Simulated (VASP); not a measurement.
Input of a VASP 6.6.1 run:

The input POSCAR:

```
ZnSe
1.0
    0.0000000000      2.8338000000      2.8338000000
    2.8338000000      0.0000000000      2.8338000000
    2.8338000000      2.8338000000      0.0000000000
Se Zn
1 1
Direct
    0.7500000000      0.7500000000      0.7500000000
    0.0000000000      0.0000000000      0.0000000000
```

Contents of INCAR.step1:

```
SYSTEM = ZnSe
  ALGO = Normal
  EDIFF = 1E-5
  ENCUT = 520
  GGA = PE
  ISIF = 2
  ISMEAR = -1
  LASPH = .TRUE.
  LCHARG = .FALSE.
  LREAL = .FALSE.
  LWAVE = .TRUE.
  NBANDS = 16
  NELM = 100
  PREC = Accurate
  SIGMA = 0.05
```

File INCAR.step2:

```
SYSTEM = ZnSe
  AEXX = 0.2
  AGGAC = 0.81
  AGGAX = 0.72
  ALDAC = 0.19
  ALGO = Normal
  EDIFF = 1E-6
  ENCUT = 520
  GGA = B3
  ISIF = 2
  ISMEAR = -1
  ISTART = 1
  LASPH = .TRUE.
  LCHARG = .FALSE.
  LHFCALC = .TRUE.
  LREAL = .FALSE.
  LWAVE = .FALSE.
  NBANDS = 16
  NELM = 100
  PREC = Accurate
  PRECFOCK = Normal
  SIGMA = 0.05
```

The input KPOINTS:

```
k-points
0
G
  4 4 4
  0 0 0
```

Potentials or basis: VASP PAW PBE potentials, release 64 (Se, Zn).

Command:

```sh
$ cat potpaw_PBE.64/Se/POTCAR potpaw_PBE.64/Zn/POTCAR > POTCAR
$ cp INCAR.step1 INCAR
$ mpirun -np 1 vasp_std > vasp.out
$ cp INCAR.step2 INCAR
$ mpirun -np 1 vasp_std > vasp.out
```

(1) What does it give for the pressure?

(2) What does it give for the band gap on the k mesh?

## Answers

(1) 4.1 GPa.

(2) 2.74 eV, direct.

Caveat: the k points lie up to 0.48 Å⁻¹ apart; the PAW data sets were made with another functional, which shifts forces and pressure a little.
